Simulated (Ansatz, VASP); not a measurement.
## Mg in VASP and in Ansatz

The input INCAR:

```
PREC = Accurate ; ENCUT = 520
EDIFF = 1E-7 ; ISMEAR = -1
SIGMA = 0.01 ; LREAL = False
LASPH = True ; NELM = 150
ALGO = Normal ; ISIF = 2
LWAVE = False ; LCHARG = False
ISPIN = 2 ; MAGMOM = 0.01
LORBIT = 11 ; GGA = PS
ISYM = 0 ; NBANDS = 11
```

Contents of KPOINTS:

```
regular mesh
0
Gamma
  1 1 1
```

The input POSCAR:

```
Mg
1.0
   14.0000000000      0.0000000000      0.0000000000
    0.0000000000     14.4000000000      0.0000000000
    0.0000000000      0.0000000000     14.8000000000
Mg
1
Direct
    0.5000000000      0.5000000000      0.5000000000
```

Input for Ansatz:

```yaml
crystal:
  lattice:
    - [14.0, 0.0, 0.0]
    - [0.0, 14.4, 0.0]
    - [0.0, 0.0, 14.8]
  atoms:
    - { symbol: Mg, position: [0.5, 0.5, 0.5], spin: 0.01 }
  symmetry: { detect: false, time_reversal: true }
hamiltonian:
  xc: pbesol
  pseudopotentials:
    kind: paw
    azcp:
      Mg: "pseudopotentials/Mg.paw.azcp"
basis:
  ecutwfc: 420
  fft_grid_basis: typed
kpoints:
  mp_grid: { grid: [1, 1, 1], shift: [0, 0, 0] }
magnetization:
  spin_polarized: true
scf:
  occupations: { method: fermi_dirac, width: 0.01 }
```

Alike in both runs: task single point; functional PBEsol; k mesh 1 × 1 × 1; occupations fermi-dirac, width 0.01 eV; collinear spin.

```csv
,VASP,Ansatz
version,VASP 6.6.1,Ansatz 0.2.0
potentials or method,"VASP PAW PBE potentials, release 64 (Mg), cutoff 520 eV","plane waves (420 eV) with PAW, scalar-relativistic"
valence electrons in the cell,2,10
```

```csv
,VASP,Ansatz,Ansatz less VASP
gap on the k mesh at the Fermi level (eV),3.37,3.38,+0.002
net moment per atom (μB),0.00,0.00,0.000
```

VASP's potentials were made for PBE, not for PBEsol, and Ansatz warns of the same on its side. VASP's potentials hold 2 valence electrons a cell and Ansatz's 10, so a difference there can come from the potentials and not from the codes. Ansatz's warnings: seeded moment not kept.
